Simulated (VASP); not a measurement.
# AlN (P6_3mc) in VASP: single point with PBE

Aim: the single point of AlN with PBE.

Program: VASP 6.6.1. These are calculated values, not measurements. Logs are shortened: lines on timing, memory, paths and dates and some standing lists are left out, and cuts for length are marked.

## Step 1: The cell of the first run

The structure is hexagonal, space group P6_3mc (No. 186). Conventional cell: a = 3.111 Å, b = 3.111 Å, c = 4.978 Å, α = 90.00°, β = 90.00°, γ = 120.00°. Al (site symmetry 3m) has 4 N at 1.89 to 1.92 Å within 2.5 Å. N (site symmetry 3m) has 4 Al at 1.89 to 1.92 Å within 2.5 Å.

## Step 2: Single point, PBE

Input file INCAR:

```
  PREC = Accurate
  ENCUT = 520
  EDIFF = 1E-6
  ISMEAR = 0
  SIGMA = 0.05
  LREAL = F
  LASPH = T
  NELM = 80
  ALGO = Normal
  ISIF = 2
  LWAVE = F
  LCHARG = T
  GGA = PE
  LELF = T
  LVHAR = T
  NBANDS = 16
```

Input file KPOINTS:

```
regular mesh
0
Gamma
  6 6 4
```

Input file POSCAR:

```
AlN
1.0
    3.1110021516      0.0000000000      0.0000000000
   -1.5555010758      2.6942068945      0.0000000000
    0.0000000000      0.0000000000      4.9780000000
Al N
2 2
Direct
    0.3333333333      0.6666666667      0.0000000000
    0.6666666667      0.3333333333      0.5000000000
    0.3333333333      0.6666666667      0.3850000000
    0.6666666667      0.3333333333      0.8850000000
```

Potentials or basis: VASP PAW PBE potentials, release 64 (Al, N).

Run with:

```bash
$ cat potpaw_PBE.64/Al/POTCAR potpaw_PBE.64/N/POTCAR > POTCAR
$ mpirun -np 1 vasp_std > vasp.out
```

OUTCAR:

```text
PREC = Accurate
   ENCUT = 520
   EDIFF = 1E-6
   ISMEAR = 0
   LREAL = F
   LASPH = T
   NELM = 80
   ISIF = 2
   GGA = PE

 ion  position               nearest neighbor table
   1  0.333  0.667  0.000-   4 1.89   4 1.89   4 1.89   3 1.92   2 3.07   2 3.07   2 3.07   2 3.07
                             2 3.07   2 3.07
   2  0.667  0.333  0.500-   3 1.89   3 1.89   3 1.89   4 1.92   1 3.07   1 3.07   1 3.07   1 3.07
                             1 3.07   1 3.07
   3  0.333  0.667  0.385-   2 1.89   2 1.89   2 1.89   1 1.92
   4  0.667  0.333  0.885-   1 1.89   1 1.89   1 1.89   2 1.92

  LATTYP: Found a hexagonal cell.
 ALAT       =     3.1110021516
 C/A-ratio  =     1.6001274694

  Lattice vectors:

 A1 = (   3.1110021516,   0.0000000000,   0.0000000000)
 A2 = (  -1.5555010758,   2.6942068945,   0.0000000000)
 A3 = (   0.0000000000,   0.0000000000,   4.9780000000)

Analysis of symmetry for initial positions (statically):
=====================================================================
 Subroutine PRICEL returns:
 Original cell was already a primitive cell.

 Routine SETGRP: Setting up the symmetry group for a
 hexagonal supercell.

 Subroutine GETGRP returns: Found 12 space group operations
 (whereof  6 operations were pure point group operations)
 out of a pool of 24 trial point group operations.

The static configuration has the point symmetry C_3v.
 The point group associated with its full space group is C_6v.

Analysis of symmetry for dynamics (positions and initial velocities):
=====================================================================
 Subroutine PRICEL returns:
 Original cell was already a primitive cell.

 Routine SETGRP: Setting up the symmetry group for a
 hexagonal supercell.

 Subroutine GETGRP returns: Found 12 space group operations
 (whereof  6 operations were pure point group operations)
 out of a pool of 24 trial point group operations.

The dynamic configuration has the point symmetry C_3v.
 The point group associated with its full space group is C_6v.

 Subroutine INISYM returns: Found 12 space group operations
 (whereof  6 operations are pure point group operations),
 and found     1 'primitive' translations

----------------------------------------------------------------------------------------

                                     Primitive cell

  volume of cell :      41.7240

  direct lattice vectors                    reciprocal lattice vectors
     3.111002152  0.000000000  0.000000000     0.321439829  0.185583372  0.000000000
    -1.555501076  2.694206895  0.000000000     0.000000000  0.371166744  0.000000000
     0.000000000  0.000000000  4.978000000     0.000000000  0.000000000  0.200883889

  length of vectors
     3.111002152  3.111002152  4.978000000     0.371166744  0.371166744  0.200883889

  position of ions in fractional coordinates (direct lattice)
     0.333333333  0.666666667  0.000000000
     0.666666667  0.333333333  0.500000000
     0.333333333  0.666666667  0.385000000
     0.666666667  0.333333333  0.885000000

  ion indices of the primitive-cell ions
   primitive index   ion index
                 1           1
                 2           2
                 3           3
                 4           4

----------------------------------------------------------------------------------------

 KPOINTS: regular mesh

Automatic generation of k-mesh.
 Grid dimensions read from file:
 generate k-points for:    6    6    4

 Generating k-lattice:

  Cartesian coordinates                     Fractional coordinates (reciprocal lattice)
     0.053573305  0.030930562  0.000000000     0.166666667  0.000000000  0.000000000
     0.000000000  0.061861124  0.000000000     0.000000000  0.166666667  0.000000000
     0.000000000  0.000000000  0.050220972     0.000000000  0.000000000  0.250000000

  Length of vectors
     0.061861124  0.061861124  0.050220972

  Shift w.r.t. Gamma in fractional coordinates (k-lattice)
     0.000000000  0.000000000  0.000000000

 Subroutine IBZKPT returns following result:
 ===========================================

 Found     21 irreducible k-points:

 Following reciprocal coordinates:
            Coordinates               Weight
  0.000000  0.000000  0.000000      1.000000
  0.166667  0.000000  0.000000      6.000000
  0.333333  0.000000  0.000000      6.000000
  0.500000  0.000000  0.000000      3.000000
  0.166667  0.166667  0.000000      6.000000
  0.333333  0.166667  0.000000     12.000000
[... 13 lines left out ...]
  0.333333  0.166667  0.500000     12.000000
  0.333333  0.333333  0.500000      2.000000
   k-points           NKPTS =     21   k-points in BZ     NKDIM =     21   number of bands    NBANDS=     16
   number of dos      NEDOS =    301   number of ions     NIONS =      4
   total plane-waves  NPLWV =  23040
   dimension x,y,z NGX =    24 NGY =   24 NGZ =   40
   dimension x,y,z NGXF=    48 NGYF=   48 NGZF=   80
   ions per type =               2   2
   NGX,Y,Z   is equivalent  to a cutoff of  12.83, 12.83, 13.36 a.u.
   NGXF,Y,Z  is equivalent  to a cutoff of  25.65, 25.65, 26.72 a.u.
 SYSTEM =  unknown system
   PREC   = accura    normal or accurate (medium, high low for compatibility)
   ISTART =      0    job   : 0-new  1-cont  2-samecut
   ICHARG =      2    charge: 1-file 2-atom 10-const
   ISPIN  =      1    spin polarized calculation?
   LNONCOLLINEAR =      F non collinear calculations
   LSORBIT =      F    spin-orbit coupling
   LASPH  =      T    aspherical Exc in radial PAW
   ENCUT  =  520.0 eV  38.22 Ry    6.18 a.u.   5.78  5.78  9.26*2*pi/ulx,y,z
   NELM   =     80;   NELMIN=  2; NELMDL= -5     # of ELM steps
   EDIFF  = 0.1E-05   stopping-criterion for ELM
   LREAL  =      F    real-space projection
   EDIFFG = 0.1E-04   stopping-criterion for IOM
   NSW    =      0    number of steps for IOM
   IBRION =     -1    ionic relax: 0-MD 1-quasi-New 2-CG
   NFREE  =      0    steps in history (QN), initial steepest desc. (CG)
   ISIF   =      2    stress and relaxation
   ISYM   =      2    0-nonsym 1-usesym 2-fastsym
   POTIM  = 0.5000    time-step for ionic-motion
   TEBEG  =    0.0;   TEEND  =   0.0 temperature during run
   PSTRESS=    0.0 pullay stress
   NELECT =      16.0000    total number of electrons
   NUPDOWN=      -1.0000    fix difference up-down
   EMIN   =  10.00;   EMAX   =-10.00  energy-range for DOS
   EFERMI =   0.00;   METHOD = LEGACY
   ISMEAR =     0;   SIGMA  =   0.05  broadening in eV -4-tet -1-fermi 0-gaus
   EFERMI_NEDOS =   21; number of points for ismear=-14 and -15
   IALGO  =     38    algorithm
   IMIX   =      4    mixing-type and parameters
     AMIX     =   0.40;   BMIX     =  1.00
     AMIX_MAG =   1.60;   BMIX_MAG =  1.00
  volume/ion in A,a.u.               =      10.43        70.39
  Fermi-wavevector in a.u.,A,eV,Ry     =   1.189377  2.247596 19.247033  1.414617
  Thomas-Fermi vector in A             =   2.325485
   LORBIT       =      0    0 simple, 1 ext, 2 COOP (PROOUT), +10 PAW based schemes
   GGA     = PE    functional components
   LHFCALC =     F    Hartree Fock is set to
   AEXX    =    0.0000 exact exchange contribution
   IVDW    =     0    specifies the selected vdW correction
   LEPSILON=     F    determine dielectric tensor
   LRPA    =     F    only Hartree local field effects (RPA)
 non-spin polarized calculation
 Gauss-broadening in eV      SIGMA  =   0.05
  energy-cutoff  :      520.00
  volume of cell :       41.72
 maximum number of plane-waves:      1152
 NGX is ok and might be reduce to    24
   NGX = 11   NGY = 11   NGZ = 19

 number of electron      15.9999998 magnetization

 Free energy of the ion-electron system (eV)
  ---------------------------------------------------
  ext. energy  EPLUGINS =         0.00000000
  ---------------------------------------------------
  free energy    TOTEN  =       -29.76669948 eV

  energy without entropy =      -29.76669948  energy(sigma->0) =      -29.76669948

 E-fermi :   6.5224     XC(G=0): -10.9148

 val. band max:        6.2203881381   @ k =   0.0000   0.0000   0.0000
 cond. band min:      10.3850449311   @ k =   0.0000   0.0000   0.0000
 fundamental gap:      4.1646567929
 Fermi energy:         6.5223567841

 k-point     1 :       0.0000    0.0000    0.0000
  band No.  band energies     occupation
      1      -9.0304      2.00000
      2      -6.8800      2.00000
      3       0.1867      2.00000
      4       5.2734      2.00000
      5       5.2734      2.00000
      6       5.9261      2.00000
[... 8 lines left out ...]
     15      19.2836      0.00000
     16      19.2836      0.00000

 k-point     2 :       0.1667    0.0000    0.0000
  band No.  band energies     occupation
      1      -8.6834      2.00000
      2      -6.6920      2.00000
      3       0.6030      2.00000
      4       3.8630      2.00000
      5       4.6464      2.00000
      6       4.8842      2.00000
[... 8 lines left out ...]
     15      18.5161      0.00000
     16      18.9802      0.00000

 k-point     3 :       0.3333    0.0000    0.0000
  band No.  band energies     occupation
      1      -7.7873      2.00000
      2      -6.3589      2.00000
      3       1.6480      2.00000
      4       1.7544      2.00000
      5       2.8266      2.00000
      6       4.2977      2.00000
[... 8 lines left out ...]
     15      18.2437      0.00000
     16      20.5561      0.00000

 k-point     4 :       0.5000    0.0000    0.0000
  band No.  band energies     occupation
      1      -7.0621      2.00000
      2      -6.3654      2.00000
      3       0.7024      2.00000
      4       1.9846      2.00000
      5       2.8407      2.00000
      6       4.0532      2.00000
[... 8 lines left out ...]
     15      18.9527      0.00000
     16      21.2653      0.00000

 k-point     5 :       0.1667    0.1667    0.0000
  band No.  band energies     occupation
      1      -8.0554      2.00000
      2      -6.4244      2.00000
      3       1.3884      2.00000
      4       2.7663      2.00000
      5       2.7690      2.00000
      6       4.4456      2.00000
[... 8 lines left out ...]
     15      18.7453      0.00000
     16      20.1804      0.00000

 k-point     6 :       0.3333    0.1667    0.0000
  band No.  band energies     occupation
      1      -7.1359      2.00000
      2      -6.3025      2.00000
      3       1.1936      2.00000
      4       2.2245      2.00000
      5       2.6971      2.00000
      6       3.3601      2.00000
[... 8 lines left out ...]
     15      18.6009      0.00000
     16      20.8951      0.00000
[... 210 lines left out ...]
 k-point    18 :       0.5000    0.0000    0.5000
  band No.  band energies     occupation
      1      -6.6877      2.00000
      2      -6.6877      2.00000
      3       0.5545      2.00000
      4       0.5545      2.00000
      5       4.6773      2.00000
      6       4.6773      2.00000
[... 8 lines left out ...]
     15      19.4521      0.00000
     16      19.4521      0.00000

 k-point    19 :       0.1667    0.1667    0.5000
  band No.  band energies     occupation
      1      -7.3315      2.00000
      2      -7.3315      2.00000
      3       1.9511      2.00000
      4       1.9511      2.00000
      5       4.3242      2.00000
      6       4.3242      2.00000
[... 8 lines left out ...]
     15      19.1110      0.00000
     16      19.1110      0.00000

 k-point    20 :       0.3333    0.1667    0.5000
  band No.  band energies     occupation
      1      -6.7078      2.00000
      2      -6.7078      2.00000
      3       1.0008      2.00000
      4       1.0008      2.00000
      5       3.5249      2.00000
      6       3.5249      2.00000
[... 8 lines left out ...]
     15      19.6176      0.00000
     16      19.6176      0.00000

 k-point    21 :       0.3333    0.3333    0.5000
  band No.  band energies     occupation
      1      -6.4824      2.00000
      2      -6.4824      2.00000
      3       1.3228      2.00000
      4       1.3228      2.00000
      5       2.2865      2.00000
      6       2.2865      2.00000
[... 8 lines left out ...]
     15      19.9637      0.00000
     16      19.9637      0.00000

------------------------ aborting loop because EDIFF is reached ----------------------------------------

  FORCE on cell =-STRESS in cart. coord.  units (eV):
  Direction    XX          YY          ZZ          XY          YZ          ZX
  --------------------------------------------------------------------------------------
  -------------------------------------------------------------------------------------
  Total        1.1457886      1.1457886      0.6695159      0.0000000      0.0000000      0.0000000
  in kB       43.9975932     43.9975932     25.7090095      0.0000000      0.0000000      0.0000000
  external PRESSURE =      37.9013986 kB  Pullay stress =       0.0000000 kB

 VOLUME and BASIS-vectors are now :
 -----------------------------------------------------------------------------
  energy-cutoff  :      520.00
  volume of cell :       41.72
      direct lattice vectors                 reciprocal lattice vectors
     3.111002152  0.000000000  0.000000000     0.321439829  0.185583372  0.000000000
    -1.555501076  2.694206895  0.000000000     0.000000000  0.371166744  0.000000000
     0.000000000  0.000000000  4.978000000     0.000000000  0.000000000  0.200883889

 POSITION                                       TOTAL-FORCE (eV/Angst)
 -----------------------------------------------------------------------------------
     -0.00000      1.79614      0.00000         0.000000      0.000000      0.180333
      1.55550      0.89807      2.48900        -0.000000      0.000000      0.180333
     -0.00000      1.79614      1.91653        -0.000000      0.000000     -0.180333
      1.55550      0.89807      4.40553         0.000000     -0.000000     -0.180333
 -----------------------------------------------------------------------------------
    total drift:                               -0.000000      0.000000      0.000511

  FREE ENERGIE OF THE ION-ELECTRON SYSTEM (eV)
  ---------------------------------------------------
  free  energy   TOTEN  =       -29.7666994834 eV

  energy  without entropy=      -29.7666994834  energy(sigma->0) =      -29.76669948
```

Wall time 29 s (1 thread of AMD EPYC 7R13, shared host); peak memory 0.12 GiB.

What came out:

* Free energy: -29.7667 eV
* Pressure: 3.8 GPa
* Largest force: 0.180 eV/Å
* Band gap on the k mesh: 4.16 eV, direct

Forces on the atoms (eV/Å):
```
Al   0.000  0.000  0.180
Al   0.000  0.000  0.180
N    0.000  0.000 -0.180
N    0.000  0.000 -0.180
```

Stress tensor (GPa, compression positive):
```
4.40 0.00 0.00
0.00 4.40 0.00
0.00 0.00 2.57
```

A hybrid or GW would open this gap; PBE tends to underestimate it.
